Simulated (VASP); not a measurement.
Set up this calculation in VASP 6.6.1, as the native input.

| Property | Result |
| --- | --- |
| Task | single point |
| Functional | LDA |
| Potentials or basis | VASP PAW LDA potentials, release 64 (Al, Ga_d, N) |
| Cutoff | 520 eV |
| k mesh | 6 × 6 × 6 |
| Occupations | gaussian, width 0.05 eV |
| Spin | no spin polarisation |
| Dipole correction | no |
| Further INCAR settings | ALGO = Normal; EDIFF = 1e-07; NBANDS = 41 |

The structure of AlGa3N4 lies in POSCAR:

```
AlGa3N4
1.0
    4.2939496006      0.0000000000      0.0000000000
    0.0000000000      4.2939496006      0.0000000000
    0.0000000000      0.0000000000      4.2939496006
Al Ga N
1 3 4
Direct
    0.0000000000      0.0000000000      0.0000000000
    0.5000000000      0.5000000000      0.0000000000
    0.5000000000      0.0000000000      0.5000000000
    0.0000000000      0.5000000000      0.5000000000
    0.7548078379      0.7548078379      0.2451921621
    0.7548078379      0.2451921621      0.7548078379
    0.2451921621      0.7548078379      0.7548078379
    0.2451921621      0.2451921621      0.2451921621
```

These files were run (other wordings do the same):

INCAR

```
SYSTEM = AlGa3N4
ALGO     = Normal         ! electronic algorithm
EDIFF    = 1E-7           ! SCF threshold, eV
ENCUT    = 520            ! plane-wave cutoff, eV
GGA      = CA             ! functional
ISIF     = 2              ! what is computed and relaxed
ISMEAR   = 0              ! smearing method
LASPH    = .TRUE.         ! aspherical terms in the spheres
LCHARG   = .FALSE.        ! write CHGCAR
LREAL    = .FALSE.        ! projectors in reciprocal space
LWAVE    = .FALSE.        ! write WAVECAR
NBANDS   = 41             ! bands
NELM     = 100            ! most SCF steps
PREC     = Accurate       ! precision mode
SIGMA    = 0.05           ! smearing width, eV
```

KPOINTS

```
k-points
0
G
  6 6 6
  0 0 0
```

Potentials or basis: VASP PAW LDA potentials, release 64 (Al, Ga_d, N).

Run with:

```console
$ cat potpaw_LDA.64/Al/POTCAR potpaw_LDA.64/Ga_d/POTCAR potpaw_LDA.64/N/POTCAR > POTCAR
$ mpirun -np 1 vasp_std > vasp.out
```

It gave:

```
Pressure               : 24.1 GPa
Largest force          : 0.079 eV/Å
Band gap on the k mesh : 3.23 eV
```

Caveat: the cell stands under pressure.

Run time: 71 s on 1 thread of Intel Xeon 8259CL (shared host), peak memory 0.19 GiB.
